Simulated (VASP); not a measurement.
Input of a VASP 6.6.1 run:

The input INCAR:

```
SYSTEM = NaCl
PREC     = Accurate       ! precision mode
ENCUT    = 520            ! plane-wave cutoff, eV
EDIFF    = 1E-6           ! SCF threshold, eV
ISMEAR   = -1             ! smearing method
SIGMA    = 0.05           ! smearing width, eV
LREAL    = .False.        ! projectors in reciprocal space
LASPH    = .True.         ! aspherical terms in the spheres
NELM     = 80             ! most SCF steps
ALGO     = Normal         ! electronic algorithm
ISIF     = 2              ! what is computed and relaxed
LWAVE    = .False.        ! write WAVECAR
LCHARG   = .False.        ! write CHGCAR
GGA      = PS             ! functional
NBANDS   = 14             ! bands
```

Contents of KPOINTS:

```
regular mesh
0
Gamma
  8 8 8
  0 0 0
```

The input POSCAR:

```
NaCl
1.0
    0.0000000000      2.4306572618      2.4306572618
    2.4306572618      0.0000000000      2.4306572618
    2.4306572618      2.4306572618      0.0000000000
Cl Na
1 1
Direct
    0.5000000000      0.5000000000      0.5000000000
    0.0000000000      0.0000000000      0.0000000000
```

Potentials or basis: VASP PAW PBE potentials, release 64 (Cl, Na_pv).

The run is started by

```bash
$ cat potpaw_PBE.64/Cl/POTCAR potpaw_PBE.64/Na_pv/POTCAR > POTCAR
$ mpirun -np 1 vasp_std > vasp.out
```

**Question.** Predict the pressure.

**Answer.** 30.5 GPa.

**Question.** Estimate the band gap on the k mesh.

**Answer.** 6.92 eV (least direct gap 7.27 eV).

Caveat: the cell stands under pressure; the PAW data sets were made with another functional, which shifts forces and pressure a little. A k mesh can miss the band edges.
